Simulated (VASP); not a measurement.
# Rh (Fm-3m) in VASP: notebook

Rh is run at these levels: PBE; tasks: single point.

All numbers are computed with VASP 6.6.1; they aren't measurements. Logs are shortened: lines on timing, memory, paths and dates and some standing lists are left out, and cuts for length are marked.

## (1) The cell of the first run

The structure is cubic, space group Fm-3m (No. 225). Conventional cell: a = 3.718 Å, b = 3.718 Å, c = 3.718 Å, α = 90.00°, β = 90.00°, γ = 90.00°. Rh (site symmetry m-3m) has 12 Rh at 2.63 Å within 3.5 Å.

## (2) Single point, PBE

The input, INCAR:

```
PREC = Accurate
ENCUT = 500
EDIFF = 1E-6
ISMEAR = -1
SIGMA = 0.1
LREAL = F
LASPH = T
NELM = 120
ALGO = Normal
ISIF = 2
LWAVE = F
LCHARG = T
GGA = PE
LELF = T
LVHAR = T
NBANDS = 14
GGA_COMPAT = F
```

The input, KPOINTS:

```
Automatic mesh
0
Gamma
  13 13 13
```

The input, POSCAR:

```
Rh
1.0
    0.0000000000      1.8591074964      1.8591074964
    1.8591074964      0.0000000000      1.8591074964
    1.8591074964      1.8591074964      0.0000000000
Rh
1
Direct
    0.0000000000      0.0000000000      0.0000000000
```

Potentials or basis: VASP PAW PBE potentials, release 64 (Rh_pv).

Launch:

```console
$ cat potpaw_PBE.64/Rh_pv/POTCAR > POTCAR
$ mpirun -np 1 vasp_std > vasp.out
```

OUTCAR:

```text
PREC = Accurate
   ENCUT = 500
   EDIFF = 1E-6
   ISMEAR = -1
   LREAL = F
   LASPH = T
   NELM = 120
   ISIF = 2
   GGA = PE

 ion  position               nearest neighbor table
   1  0.000  0.000  0.000-

  LATTYP: Found a face centered cubic cell.
 ALAT       =     3.7182149928

  Lattice vectors:

 A1 = (   0.0000000000,   1.8591074964,   1.8591074964)
 A2 = (   1.8591074964,   0.0000000000,   1.8591074964)
 A3 = (   1.8591074964,   1.8591074964,   0.0000000000)

Analysis of symmetry for initial positions (statically):
=====================================================================
 Subroutine PRICEL returns:
 Original cell was already a primitive cell.

 Routine SETGRP: Setting up the symmetry group for a
 face centered cubic supercell.

 Subroutine GETGRP returns: Found 48 space group operations
 (whereof 48 operations were pure point group operations)
 out of a pool of 48 trial point group operations.

The static configuration has the point symmetry O_h .

Analysis of symmetry for dynamics (positions and initial velocities):
=====================================================================
 Subroutine PRICEL returns:
 Original cell was already a primitive cell.

 Routine SETGRP: Setting up the symmetry group for a
 face centered cubic supercell.

 Subroutine GETGRP returns: Found 48 space group operations
 (whereof 48 operations were pure point group operations)
 out of a pool of 48 trial point group operations.

The dynamic configuration has the point symmetry O_h .

 Subroutine INISYM returns: Found 48 space group operations
 (whereof 48 operations are pure point group operations),
 and found     1 'primitive' translations

----------------------------------------------------------------------------------------

                                     Primitive cell

  volume of cell :      12.8512

  direct lattice vectors                    reciprocal lattice vectors
     0.000000000  1.859107496  1.859107496    -0.268946256  0.268946256  0.268946256
     1.859107496  0.000000000  1.859107496     0.268946256 -0.268946256  0.268946256
     1.859107496  1.859107496  0.000000000     0.268946256  0.268946256 -0.268946256

  length of vectors
     2.629175035  2.629175035  2.629175035     0.465828579  0.465828579  0.465828579

  position of ions in fractional coordinates (direct lattice)
     0.000000000  0.000000000  0.000000000

  ion indices of the primitive-cell ions
   primitive index   ion index
                 1           1

----------------------------------------------------------------------------------------
[... 81 lines left out ...]
   NELECT =      15.0000    total number of electrons
   NUPDOWN=      -1.0000    fix difference up-down
   EMIN   =  10.00;   EMAX   =-10.00  energy-range for DOS
   EFERMI =   0.00;   METHOD = LEGACY
   ISMEAR =    -1;   SIGMA  =   0.10  broadening in eV -4-tet -1-fermi 0-gaus
   EFERMI_NEDOS =   21; number of points for ismear=-14 and -15
   IALGO  =     38    algorithm
   IMIX   =      4    mixing-type and parameters
     AMIX     =   0.40;   BMIX     =  1.00
     AMIX_MAG =   1.60;   BMIX_MAG =  1.00
  volume/ion in A,a.u.               =      12.85        86.72
  Fermi-wavevector in a.u.,A,eV,Ry     =   1.723683  3.257289 40.424043  2.971083
  Thomas-Fermi vector in A             =   2.799514
   LORBIT       =      0    0 simple, 1 ext, 2 COOP (PROOUT), +10 PAW based schemes
   GGA     = PE    functional components
   LHFCALC =     F    Hartree Fock is set to
   AEXX    =    0.0000 exact exchange contribution
   IVDW    =     0    specifies the selected vdW correction
   LEPSILON=     F    determine dielectric tensor
   LRPA    =     F    only Hartree local field effects (RPA)
 non-spin polarized calculation
  energy-cutoff  :      500.00
  volume of cell :       12.85
 maximum number of plane-waves:       335
   NGX =  9   NGY =  9   NGZ =  9

 number of electron      14.9999994 magnetization

 Free energy of the ion-electron system (eV)
  ---------------------------------------------------
  ext. energy  EPLUGINS =         0.00000000
  ---------------------------------------------------
  free energy    TOTEN  =        -7.18182090 eV

  energy without entropy =       -7.14040423  energy(sigma->0) =       -7.16111256

 E-fermi :  13.1886     XC(G=0): -14.4712

 val. band max:       13.1583832992   @ k =  -0.1538   0.1538   0.0000
 cond. band min:      13.2030377461   @ k =  -0.3846   0.1538   0.0000
 fundamental gap:      0.0446544469
 Fermi energy:        13.1885987564

 k-point     1 :       0.0000    0.0000    0.0000
  band No.  band energies     occupation
      1     -33.3042      2.00000
      2     -33.3042      2.00000
      3     -33.3042      2.00000
      4       4.7247      2.00000
      5       9.7742      2.00000
      6       9.7742      2.00000
      7       9.7742      2.00000
      8      12.0959      1.99996
      9      12.0960      1.99996
     10      29.1106      0.00000
     11      33.5294      0.00000
     12      34.9632      0.00000
     13      34.9632      0.00000
     14      34.9632      0.00000
[... 377 lines left out ...]
      1     -34.1111      2.00000
      2     -33.5316      2.00000
      3     -33.4783      2.00000
      4       7.1533      2.00000
      5       9.1468      2.00000
      6      10.4883      2.00000
      7      10.4988      2.00000
      8      13.8980      0.00166
      9      15.9455      0.00000
     10      23.9397      0.00000
     11      30.0411      0.00000
     12      33.4811      0.00000
     13      33.5285      0.00000
     14      34.4629      0.00000

 [... further k-points ...]

------------------------ aborting loop because EDIFF is reached ----------------------------------------

  FORCE on cell =-STRESS in cart. coord.  units (eV):
  Direction    XX          YY          ZZ          XY          YZ          ZX
  --------------------------------------------------------------------------------------
  -------------------------------------------------------------------------------------
  Total        2.3588443      2.3588443      2.3588443     -0.0000000      0.0000000      0.0000000
  in kB      294.0805807    294.0805807    294.0805807     -0.0000000      0.0000000      0.0000000
  external PRESSURE =     294.0805807 kB  Pullay stress =       0.0000000 kB

 VOLUME and BASIS-vectors are now :
 -----------------------------------------------------------------------------
  energy-cutoff  :      500.00
  volume of cell :       12.85
      direct lattice vectors                 reciprocal lattice vectors
     0.000000000  1.859107496  1.859107496    -0.268946256  0.268946256  0.268946256
     1.859107496  0.000000000  1.859107496     0.268946256 -0.268946256  0.268946256
     1.859107496  1.859107496  0.000000000     0.268946256  0.268946256 -0.268946256

 POSITION                                       TOTAL-FORCE (eV/Angst)
 -----------------------------------------------------------------------------------
      0.00000      0.00000      0.00000        -0.000000      0.000000     -0.000000
 -----------------------------------------------------------------------------------
    total drift:                                0.000000     -0.000000     -0.000000

  FREE ENERGIE OF THE ION-ELECTRON SYSTEM (eV)
  ---------------------------------------------------
  free  energy   TOTEN  =        -7.1818208952 eV

  energy  without entropy=       -7.1404042306  energy(sigma->0) =       -7.16111256
```

Run time: 19 s. Hardware: 1 thread of Intel Xeon 8259CL, shared host; peak memory 0.13 GiB.

What came out:

| Item | Value |
| --- | --- |
| Free energy | -7.1818 eV |
| Pressure | 29.4 GPa |

## (3) Single point, PBE

This run uses another cell than the first one, of 13.12 Å³/atom, 1.021 times its volume.

The input, INCAR:

```
  PREC = Accurate
  ENCUT = 500
  EDIFF = 1E-6
  ISMEAR = -1
  SIGMA = 0.1
  LREAL = False
  LASPH = True
  NELM = 120
  ALGO = Normal
  ISIF = 2
  LWAVE = False
  LCHARG = False
  GGA = PE
  NBANDS = 14
  GGA_COMPAT = False
```

The input, KPOINTS:

```
regular mesh
0
Gamma
  13 13 13
```

The input, POSCAR:

```
Rh
1.0
    0.0000000000      1.8722002341      1.8722002341
    1.8722002341      0.0000000000      1.8722002341
    1.8722002341      1.8722002341      0.0000000000
Rh
1
Direct
    0.0000000000      0.0000000000      0.0000000000
```

Potentials or basis: VASP PAW PBE potentials, release 64 (Rh_pv).

Launch:

```console
$ cat potpaw_PBE.64/Rh_pv/POTCAR > POTCAR
$ mpirun -np 1 vasp_std > vasp.out
```

Run time: 19 s. Hardware: 1 thread of Intel Xeon 8259CL, shared host; peak memory 0.13 GiB.

Results (log left out):

```
Free energy : -7.2249 eV
Pressure    : 21.4 GPa
```

Levels at points of the mesh, in eV from the Fermi level:
| k point | band 4 | band 5 | band 6 | band 7 | band 8 | band 9 | band 10 | band 11 |
| --- | --- | --- | --- | --- | --- | --- | --- | --- |
| (0.00, 0.00, 0.00) | -8.30 | -3.30 | -3.30 | -3.30 | -1.06 | -1.06 | 15.95 | 20.40 |

## (4) Single point, PBE

This run uses another cell than the first one, of 13.40 Å³/atom, 1.043 times its volume.

The input, INCAR:

```
SYSTEM = Rh
  PREC = Accurate
  ENCUT = 500
  EDIFF = 1E-6
  ISMEAR = -1
  SIGMA = 0.1
  LREAL = .FALSE.
  LASPH = .TRUE.
  NELM = 120
  ALGO = Normal
  ISIF = 2
  LWAVE = .FALSE.
  LCHARG = .FALSE.
  GGA = PE
  NBANDS = 14
  GGA_COMPAT = .FALSE.
```

The input, KPOINTS:

```
Automatic mesh
0
G
  13 13 13
  0 0 0
```

The input, POSCAR:

```
Rh
1.0
    0.0000000000      1.8851123679      1.8851123679
    1.8851123679      0.0000000000      1.8851123679
    1.8851123679      1.8851123679      0.0000000000
Rh
1
Direct
    0.0000000000      0.0000000000      0.0000000000
```

Launch:

```console
$ cat potpaw_PBE.64/Rh_pv/POTCAR > POTCAR
$ mpirun -np 1 vasp_std > vasp.out
```

It took 19 s on 1 thread of Intel Xeon 8259CL, shared host; peak memory 0.13 GiB.

The run converged. Its results:

```yaml
Free_energy: -7.2553 eV
Pressure: 14.4 GPa
```

Levels at points of the mesh, in eV from the Fermi level:
```csv
k point,band 4,band 5,band 6,band 7,band 8,band 9,band 10,band 11
"(0.00, 0.00, 0.00)",-8.15,-3.20,-3.20,-3.20,-1.03,-1.03,15.98,20.46
```

## (5) Single point, PBE

This run uses another cell than the first one, of 13.94 Å³/atom, 1.085 times its volume.

The input, INCAR:

```
SYSTEM = Rh
PREC = Accurate
ENCUT = 500
EDIFF = 1E-6
ISMEAR = -1
SIGMA = 0.1
LREAL = .FALSE.
LASPH = .TRUE.
NELM = 120
ALGO = Normal
ISIF = 2
LWAVE = .FALSE.
LCHARG = .FALSE.
GGA = PE
NBANDS = 14
GGA_COMPAT = .FALSE.
```

The input, KPOINTS:

```
regular mesh
0
G
  13 13 13
  0 0 0
```

The input, POSCAR:

```
Rh
1.0
    0.0000000000      1.9104189093      1.9104189093
    1.9104189093      0.0000000000      1.9104189093
    1.9104189093      1.9104189093      0.0000000000
Rh
1
Direct
    0.0000000000      0.0000000000      0.0000000000
```

Launch:

```console
$ cat potpaw_PBE.64/Rh_pv/POTCAR > POTCAR
$ mpirun -np 1 vasp_std > vasp.out
```

Wall time 18 s (1 thread of Intel Xeon 8259CL, shared host); peak memory 0.13 GiB.

The run converged. Its results:

```yaml
Free_energy: -7.2830 eV
Pressure: 2.5 GPa
```

Levels at points of the mesh, in eV from the Fermi level:
```
           k point  band 5  band 6  band 7  band 8  band 9  band 10
(0.00, 0.00, 0.00)   -3.00   -3.00   -3.00   -0.96   -0.96    16.01
```

## (6) Single point, PBE

This run uses another cell than the first one, of 14.49 Å³/atom, 1.128 times its volume.

The input, INCAR:

```
SYSTEM = Rh
  PREC = Accurate
  ENCUT = 500
  EDIFF = 1E-6
  ISMEAR = -1
  SIGMA = 0.1
  LREAL = .FALSE.
  LASPH = .TRUE.
  NELM = 120
  ALGO = Normal
  ISIF = 2
  LWAVE = .FALSE.
  LCHARG = .FALSE.
  GGA = PE
  NBANDS = 14
  GGA_COMPAT = .FALSE.
```

The input, KPOINTS:

```
Automatic mesh
0
G
  13 13 13
  0 0 0
```

The input, POSCAR:

```
Rh
1.0
    0.0000000000      1.9350721950      1.9350721950
    1.9350721950      0.0000000000      1.9350721950
    1.9350721950      1.9350721950      0.0000000000
Rh
1
Direct
    0.0000000000      0.0000000000      0.0000000000
```

Potentials or basis: VASP PAW PBE potentials, release 64 (Rh_pv).

Launch:

```console
$ cat potpaw_PBE.64/Rh_pv/POTCAR > POTCAR
$ mpirun -np 1 vasp_std > vasp.out
```

Wall time 20 s (1 thread of Intel Xeon 8259CL, shared host); peak memory 0.14 GiB.

It converged, with:

- Free energy: -7.2749 eV
- Pressure: -6.9 GPa

Levels at points of the mesh, in eV from the Fermi level:
| k point | band 3 | band 4 | band 5 | band 6 | band 7 | band 8 | band 9 | band 10 | band 11 | band 12 |
| --- | --- | --- | --- | --- | --- | --- | --- | --- | --- | --- |
| (0.00, 0.00, 0.00) | -46.28 | -7.57 | -2.83 | -2.83 | -2.83 | -0.91 | -0.91 | 16.02 | 20.70 | 21.19 |

## (7) The runs side by side

| cell | gap on the mesh (eV) | pressure (GPa) |
| --- | --- | --- |
| a = 2.629 Å, angles 60.0°, 1 atom | none | 29.4 |
| a = 2.648 Å, angles 60.0°, 1 atom | none | 21.4 |
| a = 2.666 Å, angles 60.0°, 1 atom | none | 14.4 |
| a = 2.702 Å, angles 60.0°, 1 atom | none | 2.5 |
| a = 2.737 Å, angles 60.0°, 1 atom | none | -6.9 |

Alike in all rows: task single point; level PBE; potentials or basis VASP PAW PBE potentials, release 64 (Rh_pv); no spin polarisation; k mesh 13 × 13 × 13; cutoff (eV) 500; smearing fermi-dirac 0.1 eV.

Total energies depend on the potentials used, so only differences within one code and one set of settings carry meaning.
